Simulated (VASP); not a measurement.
# KNd2Sb3 (P-6m2) in VASP: further runs

KNd2Sb3 is run at these levels: PBE; tasks: single point.

All numbers are computed with VASP 6.6.1; they aren't measurements. Logs are shortened: lines on timing, memory, paths and dates and some standing lists are left out, and cuts for length are marked.

## (1) The cell of the first run

The structure is hexagonal, space group P-6m2 (No. 187). The conventional cell has a = 4.926 Å, b = 4.926 Å, c = 11.425 Å, α = 90.00°, β = 90.00°, γ = 120.00°. Within 5.0 Å of K (site symmetry -6m2) lie 6 Sb at 3.78 Å and 6 Nd at 4.77 Å and 6 K at 4.93 Å. Within 4.1 Å of Nd (site symmetry 3m) lie 6 Sb at 3.14 to 3.41 Å and 1 Nd at 3.76 Å. Sb (site symmetry -6m2) has 2 Sb at 3.22 Å and 6 Nd at 3.41 Å within 4.2 Å. Sb (site symmetry 3m) has 3 Nd at 3.14 Å and 1 Sb at 3.22 Å and 3 K at 3.78 Å within 4.1 Å.

## (2) Single point, PBE (40.01 Å³/atom)

The input, INCAR:

```
SYSTEM = KNd2Sb3
  PREC = Accurate
  ENCUT = 500
  EDIFF = 1E-6
  ISMEAR = 0
  SIGMA = 0.02
  LREAL = .FALSE.
  LASPH = .TRUE.
  NELM = 200
  ALGO = Normal
  ISIF = 2
  LWAVE = .FALSE.
  LCHARG = .FALSE.
  GGA = PE
  NBANDS = 32
  GGA_COMPAT = .FALSE.
  LMAXMIX = 6
```

The input, KPOINTS:

```
Automatic mesh
0
G
  6 6 4
  0 0 0
```

The input, POSCAR:

```
KNd2Sb3
1.0
    4.9257249933      0.0000000000      0.0000000000
   -2.4628624967      4.2658029763      0.0000000000
    0.0000000000      0.0000000000     11.4247666171
K Nd Sb
1 2 3
Direct
    0.6666666667      0.3333333333      0.0000000000
    0.3333333333      0.6666666667      0.3353165418
    0.3333333333      0.6666666667      0.6646834582
    0.0000000000      0.0000000000      0.5000000000
    0.0000000000      0.0000000000      0.7821165200
    0.0000000000      0.0000000000      0.2178834800
```

Potentials or basis: VASP PAW PBE potentials, release 64 (K_sv, Nd_3, Sb), 4f in core.

Run with:

```sh
> cat potpaw_PBE.64/K_sv/POTCAR potpaw_PBE.64/Nd_3/POTCAR potpaw_PBE.64/Sb/POTCAR > POTCAR
> mpirun -np 1 vasp_std > vasp.out
```

OUTCAR:

```text
SYSTEM = KNd2Sb3
   PREC = Accurate
   ENCUT = 500
   EDIFF = 1E-6
   ISMEAR = 0
   LREAL = .FALSE.
   LASPH = .TRUE.
   NELM = 200
   ISIF = 2
   GGA = PE

 ion  position               nearest neighbor table
   1  0.667  0.333  0.000-   5 3.78   6 3.78   5 3.78   6 3.78   5 3.78   6 3.78
   2  0.333  0.667  0.335-   6 3.14   6 3.14   6 3.14   4 3.41   4 3.41   4 3.41   3 3.76
   3  0.333  0.667  0.665-   5 3.14   5 3.14   5 3.14   4 3.41   4 3.41   4 3.41   2 3.76
   4  0.000  0.000  0.500-   5 3.22   6 3.22   2 3.41   3 3.41   2 3.41   3 3.41   2 3.41   3 3.41

   5  0.000  0.000  0.782-   3 3.14   3 3.14   3 3.14   4 3.22   1 3.78   1 3.78   1 3.78
   6  0.000  0.000  0.218-   2 3.14   2 3.14   2 3.14   4 3.22   1 3.78   1 3.78   1 3.78

  LATTYP: Found a hexagonal cell.
 ALAT       =     4.9257249933
 C/A-ratio  =     2.3194081344

  Lattice vectors:

 A1 = (   4.9257249933,   0.0000000000,   0.0000000000)
 A2 = (  -2.4628624967,   4.2658029763,   0.0000000000)
 A3 = (   0.0000000000,   0.0000000000,  11.4247666171)

Analysis of symmetry for initial positions (statically):
=====================================================================
 Subroutine PRICEL returns:
 Original cell was already a primitive cell.

 Routine SETGRP: Setting up the symmetry group for a
 hexagonal supercell.

 Subroutine GETGRP returns: Found 12 space group operations
 (whereof 12 operations were pure point group operations)
 out of a pool of 24 trial point group operations.

The static configuration has the point symmetry D_3h.

Analysis of symmetry for dynamics (positions and initial velocities):
=====================================================================
 Subroutine PRICEL returns:
 Original cell was already a primitive cell.

 Routine SETGRP: Setting up the symmetry group for a
 hexagonal supercell.

 Subroutine GETGRP returns: Found 12 space group operations
 (whereof 12 operations were pure point group operations)
 out of a pool of 24 trial point group operations.

The dynamic configuration has the point symmetry D_3h.

 Subroutine INISYM returns: Found 12 space group operations
 (whereof 12 operations are pure point group operations),
 and found     1 'primitive' translations

----------------------------------------------------------------------------------------

                                     Primitive cell

  volume of cell :     240.0592
[... 94 lines left out ...]
   LREAL  =      F    real-space projection
   EDIFFG = 0.1E-04   stopping-criterion for IOM
   NSW    =      0    number of steps for IOM
   IBRION =     -1    ionic relax: 0-MD 1-quasi-New 2-CG
   NFREE  =      0    steps in history (QN), initial steepest desc. (CG)
   ISIF   =      2    stress and relaxation
   ISYM   =      2    0-nonsym 1-usesym 2-fastsym
   POTIM  = 0.5000    time-step for ionic-motion
   TEBEG  =    0.0;   TEEND  =   0.0 temperature during run
   PSTRESS=    0.0 pullay stress
   NELECT =      46.0000    total number of electrons
   NUPDOWN=      -1.0000    fix difference up-down
   EMIN   =  10.00;   EMAX   =-10.00  energy-range for DOS
   EFERMI =   0.00;   METHOD = LEGACY
   ISMEAR =     0;   SIGMA  =   0.02  broadening in eV -4-tet -1-fermi 0-gaus
   EFERMI_NEDOS =   21; number of points for ismear=-14 and -15
   IALGO  =     38    algorithm
   IMIX   =      4    mixing-type and parameters
     AMIX     =   0.40;   BMIX     =  1.00
     AMIX_MAG =   1.60;   BMIX_MAG =  1.00
  volume/ion in A,a.u.               =      40.01       270.00
  Fermi-wavevector in a.u.,A,eV,Ry     =   0.943817  1.783556 12.119953  0.890791
  Thomas-Fermi vector in A             =   2.071562
   LORBIT       =      0    0 simple, 1 ext, 2 COOP (PROOUT), +10 PAW based schemes
   GGA     = PE    functional components
   LHFCALC =     F    Hartree Fock is set to
   AEXX    =    0.0000 exact exchange contribution
   IVDW    =     0    specifies the selected vdW correction
   LEPSILON=     F    determine dielectric tensor
   LRPA    =     F    only Hartree local field effects (RPA)
 non-spin polarized calculation
 Gauss-broadening in eV      SIGMA  =   0.02
  energy-cutoff  :      500.00
  volume of cell :      240.06
 maximum number of plane-waves:      6162
 NGX is ok and might be reduce to    36
   NGX = 17   NGY = 17   NGZ = 41

 number of electron      46.0000002 magnetization

 Free energy of the ion-electron system (eV)
  ---------------------------------------------------
  ext. energy  EPLUGINS =         0.00000000
  ---------------------------------------------------
  free energy    TOTEN  =       -27.52796546 eV

  energy without entropy =      -27.52796546  energy(sigma->0) =      -27.52796546

 E-fermi :   2.7846     XC(G=0):  -8.1931

 val. band max:        2.6467308291   @ k =   0.3333   0.3333   0.5000
 cond. band min:       3.5520705080   @ k =   0.5000   0.0000   0.0000
 fundamental gap:      0.9053396789
 Fermi energy:         2.7845787810

 k-point     1 :       0.0000    0.0000    0.0000
  band No.  band energies     occupation
      1     -35.3395      2.00000
      2     -35.3246      2.00000
      3     -27.8479      2.00000
      4     -16.5693      2.00000
      5     -16.4482      2.00000
      6     -16.4482      2.00000
[... 724 lines left out ...]
     31       6.4189      0.00000
     32       6.5439      0.00000

------------------------ aborting loop because EDIFF is reached ----------------------------------------

  FORCE on cell =-STRESS in cart. coord.  units (eV):
  Direction    XX          YY          ZZ          XY          YZ          ZX
  --------------------------------------------------------------------------------------
  -------------------------------------------------------------------------------------
  Total       -1.7403824     -1.7403824     -1.7973889      0.0000000      0.0000000      0.0000000
  in kB      -11.6154749    -11.6154749    -11.9959415      0.0000000      0.0000000      0.0000000
  external PRESSURE =     -11.7422971 kB  Pullay stress =       0.0000000 kB

 VOLUME and BASIS-vectors are now :
 -----------------------------------------------------------------------------
  energy-cutoff  :      500.00
  volume of cell :      240.06
      direct lattice vectors                 reciprocal lattice vectors
     4.925724993  0.000000000  0.000000000     0.203015800  0.117211227  0.000000000
    -2.462862497  4.265802976  0.000000000     0.000000000  0.234422454  0.000000000
     0.000000000  0.000000000 11.424766617     0.000000000  0.000000000  0.087529140

 POSITION                                       TOTAL-FORCE (eV/Angst)
 -----------------------------------------------------------------------------------
      2.46286      1.42193      0.00000        -0.000000      0.000000      0.000000
     -0.00000      2.84387      3.83091         0.000000     -0.000000      0.001594
     -0.00000      2.84387      7.59385         0.000000     -0.000000     -0.001594
      0.00000      0.00000      5.71238        -0.000000      0.000000      0.000000
      0.00000      0.00000      8.93550        -0.000000      0.000000      0.023060
      0.00000      0.00000      2.48927        -0.000000      0.000000     -0.023060
 -----------------------------------------------------------------------------------
    total drift:                                0.000000     -0.000000     -0.000000

  FREE ENERGIE OF THE ION-ELECTRON SYSTEM (eV)
  ---------------------------------------------------
  free  energy   TOTEN  =       -27.5279654574 eV

  energy  without entropy=      -27.5279654574  energy(sigma->0) =      -27.52796546
```

stdout:

```text
POSCAR found type information on POSCAR K NdSb
 POSCAR found :  3 types and       6 ions
 scaLAPACK will be used
 LDA part: xc-table for (Slater+PW92), standard interpolation
 POSCAR, INCAR and KPOINTS ok, starting setup
 FFT: planning ... GRIDC
 FFT: planning ... GRID_SOFT
 FFT: planning ... GRID
 WAVECAR not read
 entering main loop
```

Run time: 2.5 min. Hardware: 1 thread of Intel Xeon Platinum 8375C at 2.90GHz (Ice Lake), shared host; peak memory 0.41 GiB.

Results:

```yaml
Free_energy: -27.5280 eV
Pressure: -1.2 GPa
Largest_force: 0.023 eV/Å
Band_gap_on_the_k_mesh: 0.91 eV (least direct gap 1.25 eV)
```

Forces in eV/Å, atoms in the order of the input:
```
K    0.000  0.000  0.000
Nd   0.000  0.000  0.002
Nd   0.000  0.000 -0.002
Sb   0.000  0.000  0.000
Sb   0.000  0.000  0.023
Sb   0.000  0.000 -0.023
```

Caveat: spin-orbit coupling is left out, which moves the levels of the heavy elements; the 4f electrons are frozen in the core, so they carry no moment and show no levels. Spin polarisation is off, so any magnetic state and its effect on volume and gap are missing.

## (3) Single point, PBE (41.52 Å³/atom)

This run uses another cell than the first one, of 41.52 Å³/atom.

The input, INCAR:

```
  ALGO = Normal
  EDIFF = 1E-6
  ENCUT = 500
  GGA = PE
  GGA_COMPAT = False
  ISIF = 2
  ISMEAR = 0
  LASPH = True
  LCHARG = False
  LMAXMIX = 6
  LREAL = False
  LWAVE = False
  NBANDS = 32
  NELM = 200
  PREC = Accurate
  SIGMA = 0.02
```

The input, KPOINTS:

```
k-points
0
Gamma
  6 6 4
```

The input, POSCAR:

```
KNd2Sb3
1.0
    4.9669031751      0.0000000000      0.0000000000
   -2.4834515875      4.3014643278      0.0000000000
    0.0000000000      0.0000000000     11.6601219233
K Nd Sb
1 2 3
Direct
    0.6666666667      0.3333333333      0.0000000000
    0.3333333333      0.6666666667      0.3374784306
    0.3333333333      0.6666666667      0.6625215694
    0.0000000000      0.0000000000      0.5000000000
    0.0000000000      0.0000000000      0.7766609706
    0.0000000000      0.0000000000      0.2233390294
```

Potentials or basis: VASP PAW PBE potentials, release 64 (K_sv, Nd_3, Sb), 4f in core.

Run with:

```sh
> cat potpaw_PBE.64/K_sv/POTCAR potpaw_PBE.64/Nd_3/POTCAR potpaw_PBE.64/Sb/POTCAR > POTCAR
> mpirun -np 1 vasp_std > vasp.out
```

It took 2.7 min on 1 thread of Intel Xeon Platinum 8375C at 2.90GHz (Ice Lake), shared host; peak memory 0.43 GiB.

Results (log left out):

```yaml
Free_energy: -27.4393 eV
Pressure: -1.8 GPa
Largest_force: 0.024 eV/Å
Band_gap_on_the_k_mesh: 0.96 eV (least direct gap 1.29 eV)
```

Forces on the atoms (eV/Å):
```
K    0.000  0.000  0.000
Nd   0.000  0.000  0.003
Nd   0.000  0.000 -0.003
Sb   0.000  0.000  0.000
Sb   0.000  0.000  0.024
Sb   0.000  0.000 -0.024
```

Levels at points of the mesh, in eV from the valence-band top:
```tsv
k point	band 19	band 20	band 21	band 22	band 23	band 24	band 25	band 26	band 27	band 28
(0.00, 0.00, 0.00)	-1.45	-0.82	-0.82	-0.26	-0.26	1.35	2.19	2.19	2.41	2.43
(0.50, 0.00, 0.00)	-1.18	-1.09	-0.66	-0.62	-0.57	0.96	1.57	2.23	2.30	2.60
(0.00, 0.00, 0.50)	-0.84	-0.84	-0.83	-0.24	-0.24	1.08	1.62	2.15	2.15	2.94
(0.50, 0.00, 0.50)	-1.18	-0.94	-0.63	-0.57	-0.28	1.25	1.26	1.67	2.28	2.59
```

Caveat: spin-orbit coupling is left out, which moves the levels of the heavy elements; the 4f electrons are frozen in the core, so they carry no moment and show no levels.
